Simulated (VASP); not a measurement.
Input of a VASP 6.6.1 run:

Contents of INCAR:

```
SYSTEM = Bi2Se3
ALGO     = Normal         ! electronic algorithm
EDIFF    = 1E-7           ! SCF threshold, eV
ENCUT    = 520            ! plane-wave cutoff, eV
GGA      = PS             ! functional
ISIF     = 2              ! what is computed and relaxed
ISMEAR   = -1             ! smearing method
IVDW     = 13             ! dispersion correction
LASPH    = .True.         ! aspherical terms in the spheres
LCHARG   = .False.        ! write CHGCAR
LREAL    = .False.        ! projectors in reciprocal space
LWAVE    = .False.        ! write WAVECAR
NBANDS   = 32             ! bands
NELM     = 80             ! most SCF steps
PREC     = Accurate       ! precision mode
SIGMA    = 0.02           ! smearing width, eV
```

Contents of KPOINTS:

```
k-points
0
Gamma
  8 8 8
  0 0 0
```

The input POSCAR:

```
Bi2Se3
1.0
    2.0715000000      1.1959810826      9.5453333333
   -2.0715000000      1.1959810826      9.5453333333
    0.0000000000     -2.3919621653      9.5453333333
Bi Se
2 3
Direct
    0.4008000000      0.4008000001      0.4008000000
    0.5992000000      0.5991999999      0.5992000000
    0.7883000000      0.7883000000      0.7883000000
    0.2117000000      0.2117000000      0.2117000000
    0.0000000000      0.0000000000      0.0000000000
```

Potentials or basis: VASP PAW PBE potentials, release 64 (Bi_d, Se).

The run is started by

```bash
$ cat potpaw_PBE.64/Bi_d/POTCAR potpaw_PBE.64/Se/POTCAR > POTCAR
$ mpirun -np 1 vasp_std > vasp.out
```

Task: What does it give for the pressure?

Result: -1.6 GPa.

Task: Predict the largest force.

Result: 0.164 eV/Å.

Task: Estimate the band gap on the k mesh.

Result: 0.13 eV, direct.

Task: Estimate the dispersion energy per atom.

Result: -0.253 eV.

Forces on the atoms (eV/Å):
```
Bi   0.000  0.000 -0.164
Bi   0.000  0.000  0.164
Se   0.000  0.000  0.075
Se   0.000  0.000 -0.075
Se   0.000  0.000  0.000
```

Caveat: the PAW data sets were made with another functional, which shifts forces and pressure a little; spin-orbit coupling is left out, which moves the levels of the heavy elements. A k mesh can miss the band edges.
